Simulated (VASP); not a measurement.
# Ag: relaxation of cell and atoms with PBE

Ag:

```xyz
1
Lattice="0.0000 2.0743 2.0743 2.0743 0.0000 2.0743 2.0743 2.0743 0.0000" Properties=species:S:1:pos:R:3 pbc="T T T"
Ag    0.0000    0.0000    0.0000
```

- Program: VASP 6.6.1
- Task: relaxation of cell and atoms
- Functional: PBE
- Potentials or basis: VASP PAW PBE potentials, release 64 (Ag)
- Cutoff: 500 eV
- k mesh: 17 × 17 × 17
- Occupations: fermi-dirac, width 0.05 eV
- Spin: no spin polarisation
- Dipole correction: no
- Further INCAR settings: ALGO = Normal; EDIFF = 1e-07; IBRION = 2; EDIFFG = -0.005; NSW = 45; ISIF = 3

```json
{
 "Relaxed volume": "17.82 Å³/atom",
 "Relaxed cell": "a = 2.932 Å, b = 2.932 Å, c = 2.932 Å, α = 60.00°, β = 60.00°, γ = 60.00°",
 "Space group after relaxing (to 0.1 Å)": "Fm-3m (No. 225)",
 "Energy gained by relaxing": "0.0 meV/atom",
 "Ionic steps": "2",
 "Pressure after relaxing": "0.0 GPa",
 "Band gap on the k mesh": "zero (an odd number of electrons rules out a gap without spin polarisation)"
}
```

Final structure:
```xyz
1
Lattice="0.0000 2.0730 2.0730 2.0730 0.0000 2.0730 2.0730 2.0730 0.0000" Properties=species:S:1:pos:R:3 pbc="T T T"
Ag    4.1461    2.0730    2.0730
```

Levels at points of the mesh, in eV from the Fermi level:
```tsv
k point	band 4	band 5	band 6	band 7	band 8	band 9
(0.00, 0.00, 0.00)	-4.74	-3.78	-3.78	15.84	19.15	19.15
```

It took 51 s on 1 thread of Intel Xeon 8259CL, on a shared host, peak memory 0.16 GiB.
